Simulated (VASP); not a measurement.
# In (P1) in VASP: single point with LDA

Aim: the single point of In with LDA.

Everything below comes from runs of VASP 6.6.1. Logs are shortened: lines on timing, memory, paths and dates and some standing lists are left out, and cuts for length are marked.

### Step 1. The cell of the first run

The typed cell holds 8 atoms: a = 3.364 Å, b = 6.728 Å, c = 10.800 Å, α = 90.00°, β = 90.00°, γ = 120.00°.

### Step 2. Single point, LDA

The input, INCAR:

```
SYSTEM = In
PREC     = Accurate       ! precision mode
ENCUT    = 400            ! plane-wave cutoff, eV
EDIFF    = 1E-6           ! SCF threshold, eV
ISMEAR   = -1             ! smearing method
SIGMA    = 0.1            ! smearing width, eV
LREAL    = .FALSE.        ! projectors in reciprocal space
LASPH    = .TRUE.         ! aspherical terms in the spheres
NELM     = 120            ! most SCF steps
ALGO     = Normal         ! electronic algorithm
ISIF     = 2              ! what is computed and relaxed
LWAVE    = .FALSE.        ! write WAVECAR
LCHARG   = .FALSE.        ! write CHGCAR
GGA      = CA             ! functional
NBANDS   = 62             ! bands
GGA_COMPAT= .FALSE.
```

The input, KPOINTS:

```
regular mesh
0
G
  3 3 1
  0 0 0
```

The input, POSCAR:

```
In
1.0
    3.3638400000      0.0000000000      0.0000000000
   -3.3638400000      5.8263400000      0.0000000000
    0.0000000000      0.0000000000     10.7997100000
In
8
Direct
    0.0002081926      0.0072055527      0.0144502028
    0.3459768579      0.3307326727      0.2430736566
   -0.0208813563     -0.0115551101      0.5027814636
    0.6715043871      0.1878321553      0.7480305490
   -0.0478670695      0.4761007768     -0.0096453516
    0.3592232330      0.8463620386      0.2553895429
    0.0019917633      0.4897019398      0.5005738117
    0.6898442892      0.6736199741      0.7453461250
```

Potentials or basis: VASP PAW LDA potentials, release 64 (In_d).

Command:

```sh
cat potpaw_LDA.64/In_d/POTCAR > POTCAR
mpirun -np 1 vasp_std > vasp.out
```

OUTCAR:

```text
SYSTEM = In
   PREC = Accurate
   ENCUT = 400
   EDIFF = 1E-6
   ISMEAR = -1
   LREAL = .FALSE.
   LASPH = .TRUE.
   NELM = 120
   ISIF = 2
   GGA = CA

 ion  position               nearest neighbor table
   1  0.000  0.007  0.014-   2 3.11   5 3.19   6 3.20   5 3.25   6 3.27   4 3.48   8 3.50   5 3.50
                             4 3.51   5 3.56
   2  0.346  0.331  0.243-   1 3.11   5 3.25   6 3.28   6 3.29   7 3.37   7 3.38   5 3.38   6 3.44
                             3 3.44   6 3.45
   3  0.979  0.988  0.503-   8 3.20   6 3.23   6 3.30   7 3.32   4 3.33   7 3.33   4 3.36   7 3.39
                             7 3.41   2 3.44
   4  0.672  0.188  0.748-   5 3.11   7 3.20   8 3.24   3 3.33   8 3.35   3 3.36   8 3.38   1 3.48
                             8 3.49   1 3.51
   5  0.952  0.476  0.990-   4 3.11   1 3.19   1 3.25   2 3.25   8 3.27   2 3.38   8 3.41   1 3.50
                             1 3.56   6 3.59
   6  0.359  0.846  0.255-   1 3.20   3 3.23   1 3.27   2 3.28   2 3.29   3 3.30   7 3.37   2 3.44
                             2 3.45   5 3.59
   7  0.002  0.490  0.501-   4 3.20   8 3.30   8 3.32   3 3.32   3 3.33   6 3.37   2 3.37   2 3.38
                             3 3.39   3 3.41
   8  0.690  0.674  0.745-   3 3.20   4 3.24   5 3.27   7 3.30   7 3.32   4 3.35   4 3.38   5 3.41
                             4 3.49   1 3.50

  LATTYP: Found a simple orthorhombic cell.
 ALAT       =     3.3638400000
 B/A-ratio  =     1.7320502759
 C/A-ratio  =     3.2105302274

  Lattice vectors:

 A1 = (   3.3638400000,   0.0000000000,   0.0000000000)
 A2 = (   0.0000000000,   5.8263400000,   0.0000000000)
 A3 = (   0.0000000000,   0.0000000000,  10.7997100000)

Analysis of symmetry for initial positions (statically):
=====================================================================
 Subroutine PRICEL returns:
 Original cell was already a primitive cell.

 Routine SETGRP: Setting up the symmetry group for a
 simple orthorhombic supercell.

 Subroutine GETGRP returns: Found  1 space group operations
 (whereof  1 operations were pure point group operations)
 out of a pool of  8 trial point group operations.

The static configuration has the point symmetry C_1 .

Analysis of symmetry for dynamics (positions and initial velocities):
=====================================================================
 Subroutine PRICEL returns:
 Original cell was already a primitive cell.

 Routine SETGRP: Setting up the symmetry group for a
 simple orthorhombic supercell.

 Subroutine GETGRP returns: Found  1 space group operations
 (whereof  1 operations were pure point group operations)
[... 94 lines left out ...]
   EDIFF  = 0.1E-05   stopping-criterion for ELM
   LREAL  =      F    real-space projection
[... 7 lines left out ...]
   TEBEG  =    0.0;   TEEND  =   0.0 temperature during run
   PSTRESS=    0.0 pullay stress
   NELECT =     104.0000    total number of electrons
   NUPDOWN=      -1.0000    fix difference up-down
   EMIN   =  10.00;   EMAX   =-10.00  energy-range for DOS
   EFERMI =   0.00;   METHOD = LEGACY
   ISMEAR =    -1;   SIGMA  =   0.10  broadening in eV -4-tet -1-fermi 0-gaus
   EFERMI_NEDOS =   21; number of points for ismear=-14 and -15
   IALGO  =     38    algorithm
   IMIX   =      4    mixing-type and parameters
     AMIX     =   0.40;   BMIX     =  1.00
     AMIX_MAG =   1.60;   BMIX_MAG =  1.00
  volume/ion in A,a.u.               =      26.46       178.55
  Fermi-wavevector in a.u.,A,eV,Ry     =   1.291828  2.441202 22.705686  1.668821
  Thomas-Fermi vector in A             =   2.423574
   LORBIT       =      0    0 simple, 1 ext, 2 COOP (PROOUT), +10 PAW based schemes
   GGA     = CA    functional components
   LHFCALC =     F    Hartree Fock is set to
   AEXX    =    0.0000 exact exchange contribution
   IVDW    =     0    specifies the selected vdW correction
   LEPSILON=     F    determine dielectric tensor
   LRPA    =     F    only Hartree local field effects (RPA)
 non-spin polarized calculation
  energy-cutoff  :      400.00
  volume of cell :      211.66
 maximum number of plane-waves:      3861
 NGX is ok and might be reduce to    24
   NGX = 11   NGY = 21   NGZ = 35

 number of electron     103.9999978 magnetization

 Free energy of the ion-electron system (eV)
  ---------------------------------------------------
  ext. energy  EPLUGINS =         0.00000000
  ---------------------------------------------------
  free energy    TOTEN  =       -25.55663392 eV

  energy without entropy =      -25.40597245  energy(sigma->0) =      -25.48130318

 E-fermi :   6.6251     XC(G=0): -10.4695

 val. band max:        6.5739395468   @ k =   0.3333   0.3333   0.0000
 cond. band min:       6.6942659908   @ k =   0.3333   0.3333   0.0000
 fundamental gap:      0.1203264440
 Fermi energy:         6.6250806662

 k-point     1 :       0.0000    0.0000    0.0000
  band No.  band energies     occupation
      1      -7.6765      2.00000
      2      -7.6227      2.00000
      3      -7.5967      2.00000
      4      -7.5707      2.00000
      5      -7.5435      2.00000
      6      -7.5318      2.00000
[... 314 lines left out ...]
     61       9.7951      0.00000
     62      10.3455      0.00000

------------------------ aborting loop because EDIFF is reached ----------------------------------------

  FORCE on cell =-STRESS in cart. coord.  units (eV):
  Direction    XX          YY          ZZ          XY          YZ          ZX
  --------------------------------------------------------------------------------------
  -------------------------------------------------------------------------------------
  Total        2.4774277    -10.8622436     -3.4953632     -0.0344142      0.1053642      0.0737114
  in kB       18.7528949    -82.2217792    -26.4581600     -0.2604982      0.7975544      0.5579584
  external PRESSURE =     -29.9756814 kB  Pullay stress =       0.0000000 kB

 VOLUME and BASIS-vectors are now :
 -----------------------------------------------------------------------------
  energy-cutoff  :      400.00
  volume of cell :      211.66
      direct lattice vectors                 reciprocal lattice vectors
     3.363840000  0.000000000  0.000000000     0.297279300  0.171634336  0.000000000
    -3.363840000  5.826340000  0.000000000     0.000000000  0.171634336  0.000000000
     0.000000000  0.000000000 10.799710000     0.000000000  0.000000000  0.092595079

 POSITION                                       TOTAL-FORCE (eV/Angst)
 -----------------------------------------------------------------------------------
     -0.02354      0.04198      0.15606        -0.045408     -0.163727     -0.299440
      0.05128      1.92696      2.62512         0.001725      0.030482      0.234696
     -0.03137      5.75902      5.42989         0.031606      0.125086     -0.108501
      1.62700      1.09437      8.07851         0.024776     -0.051745      0.039860
      1.60130      2.77392     10.69554         0.047199      0.209813     -0.002766
     -1.63866      4.93119      2.75813        -0.059176     -0.197576      0.099390
     -1.64058      2.85317      5.40605         0.029085     -0.070952     -0.120156
      0.05458      3.92474      8.04952        -0.029807      0.118618      0.156916
 -----------------------------------------------------------------------------------
    total drift:                                0.001746     -0.001329     -0.000087

  FREE ENERGIE OF THE ION-ELECTRON SYSTEM (eV)
  ---------------------------------------------------
  free  energy   TOTEN  =       -25.5566339152 eV

  energy  without entropy=      -25.4059724525  energy(sigma->0) =      -25.48130318
```

OSZICAR:

```text
N       E                     dE             d eps       ncg     rms          rms(c)
DAV:   1     0.107194259772E+04    0.10719E+04   -0.41944E+04   620   0.201E+03
DAV:   2     0.116104728886E+03   -0.95584E+03   -0.94370E+03   620   0.528E+02
DAV:   3    -0.179098632657E+02   -0.13401E+03   -0.13156E+03   658   0.221E+02
DAV:   4    -0.255524432675E+02   -0.76426E+01   -0.75527E+01   712   0.591E+01
DAV:   5    -0.258566126669E+02   -0.30417E+00   -0.30379E+00   960   0.947E+00    0.679E+00
DAV:   6    -0.256158045532E+02    0.24081E+00   -0.50160E-01   768   0.670E+00    0.327E+00
DAV:   7    -0.255608984543E+02    0.54906E-01   -0.17573E-01   744   0.372E+00    0.644E-01
DAV:   8    -0.255568981788E+02    0.40003E-02   -0.19910E-02   712   0.203E+00    0.273E-01
DAV:   9    -0.255566023113E+02    0.29587E-03   -0.36098E-03   784   0.872E-01    0.111E-01
DAV:  10    -0.255566344786E+02   -0.32167E-04   -0.82518E-04  1064   0.244E-01    0.531E-02
DAV:  11    -0.255566343149E+02    0.16377E-06   -0.42610E-05   752   0.780E-02    0.162E-02
DAV:  12    -0.255566339152E+02    0.39970E-06   -0.57894E-06   624   0.413E-02
   1 F= -.25556634E+02 E0= -.25481303E+02  d E =-.150661E+00
```

Wall time 38 s (1 thread of Intel Xeon Platinum 8259CL at 2.50GHz (Skylake/Cascade Lake), shared host); peak memory 0.21 GiB.

What came out:

- Free energy: -25.5566 eV
- Pressure: -3.0 GPa
- Largest force: 0.344 eV/Å
- Band gap on the k mesh: zero (bands 52 and 53 overlap by 1.49 eV)

Forces in eV/Å, atoms in the order of the input:
```
In  -0.045 -0.164 -0.299
In   0.002  0.030  0.235
In   0.032  0.125 -0.109
In   0.025 -0.052  0.040
In   0.047  0.210 -0.003
In  -0.059 -0.198  0.099
In   0.029 -0.071 -0.120
In  -0.030  0.119  0.157
```

Levels at points of the mesh, in eV from the Fermi level:
```csv
k point,band 48,band 49,band 50,band 51,band 52,band 53,band 54,band 55,band 56,band 57
"(0.00, 0.00, 0.00)",-2.92,-2.52,-2.43,-2.21,0.74,0.93,1.87,2.76,3.74,3.97
```

Caveat: the k points lie up to 0.62 Å⁻¹ apart, too coarse for converged energies and pressures of a metal; spin-orbit coupling is left out, which moves the levels of the heavy elements.
